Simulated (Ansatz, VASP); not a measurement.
## One calculation of CoSi2, two programs

INCAR

```
SYSTEM = CoSi2
ALGO = Normal ; EDIFF = 1E-6
ENCUT = 600 ; GGA = PS
GGA_COMPAT = .FALSE. ; ISIF = 2
ISMEAR = -1 ; ISPIN = 2
LASPH = .TRUE. ; LCHARG = .TRUE.
LELF = .TRUE. ; LMAXMIX = 4
LORBIT = 11 ; LREAL = .FALSE.
LVHAR = .TRUE. ; LWAVE = .FALSE.
MAGMOM = 2 0 0 ; NBANDS = 24
NELM = 200 ; NUPDOWN = 2.0
PREC = Accurate ; SIGMA = 0.05
```

Contents of KPOINTS:

```
k-points
0
G
  7 7 7
  0 0 0
```

The input POSCAR:

```
CoSi2
1.0
    0.0000000000      2.6780000000      2.6780000000
    2.6780000000      0.0000000000      2.6780000000
    2.6780000000      2.6780000000      0.0000000000
Co Si
1 2
Direct
    0.0000000000      0.0000000000      0.0000000000
    0.7500000000      0.7500000000      0.7500000000
    0.2500000000      0.2500000000      0.2500000000
```

File input.yaml:

```yaml
crystal:
  lattice:
    - [0.0, 2.678, 2.678]
    - [2.678, 0.0, 2.678]
    - [2.678, 2.678, 0.0]
  atoms:
    - { symbol: Co, position: [0.0, 0.0, 0.0], spin: 2.0 }
    - { symbol: Si, position: [0.75, 0.75, 0.75] }
    - { symbol: Si, position: [0.25, 0.25, 0.25] }
hamiltonian:
  xc: pbesol
  pseudopotentials: { kind: paw }
magnetization:
  spin_polarized: true
  initial_magnetization: 2.0
  spin_locking: { lock_magnetization: hard }
kpoints:
  mp_grid: { grid: [7, 7, 7] }
scf:
  occupations: { method: fermi_dirac, width: 0.05 }
  lower_state_search: "off"
output:
  forces: true
  stress: true
  eigenvalues: true
```

Alike in both runs: task single point; functional PBEsol; k mesh 7 × 7 × 7; occupations fermi-dirac, width 0.05 eV; collinear spin; fixed moment 2 μB.

|  | VASP | Ansatz |
| --- | --- | --- |
| version | VASP 6.6.1 | Ansatz 0.2.0 |
| potentials or method | VASP PAW PBE potentials, release 64 (Co_sv, Si) | Ansatz PAW |
| plane-wave cutoff (eV) | 600 | 420 |
| valence electrons in the cell | 25 | 25 |

|  | VASP | Ansatz | Ansatz less VASP |
| --- | --- | --- | --- |
| pressure (GPa) | 8.7 | 9.6 | +0.87 |
| net moment per atom (μB) | 0.67 | 0.67 | 0.000 |
| size of the moment on the site where the two differ most (μB) | 1.11 | 1.15 | +0.033 |

VASP's potentials were made for PBE, not for PBEsol. Site moments also hang on the region over which each program counts them.
